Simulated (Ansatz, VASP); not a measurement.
**Ca3Bi: VASP beside Ansatz**

```xyz
4
Lattice="6.6787 0.0000 0.0000 -3.3394 5.7840 0.0000 0.0000 0.0000 3.5665" Properties=species:S:1:pos:R:3 pbc="T T T"
Ca   -1.6697    2.8920    1.7832
Ca    1.6697    2.8920    1.7832
Ca    3.3394    0.0000    1.7832
Bi    0.0000    0.0000    0.0000
```

Alike in both runs: task relaxation of cell and atoms; functional PBE; k mesh 3 × 3 × 6; occupations gaussian, width 0.1 eV; no spin polarisation.

|  | VASP | Ansatz |
| --- | --- | --- |
| version | VASP 6.6.1 | Ansatz 0.2.0 |
| potentials or method | VASP PAW PBE potentials, release 64 (Ca_sv, Bi_d), cutoff 600 eV | scalar-relativistic, plane waves, PAW |
| valence electrons in the cell | 45 | 45 |

```tsv
	VASP	Ansatz	Ansatz less VASP
gap on the k mesh at the Fermi level, each at its own relaxed structure (eV)	none	none	-
relaxed volume (Å³/atom)	34.52	34.40	-0.124
relaxed length of the cell vector where the two differ most in proportion (Å)	6.887	6.871	-0.0161
```

A gap of «none» marks a metal or a gap that the smearing closes.

The k mesh is coarse, so the values compare programs but aren't converged. Neither program's run includes spin-orbit coupling.
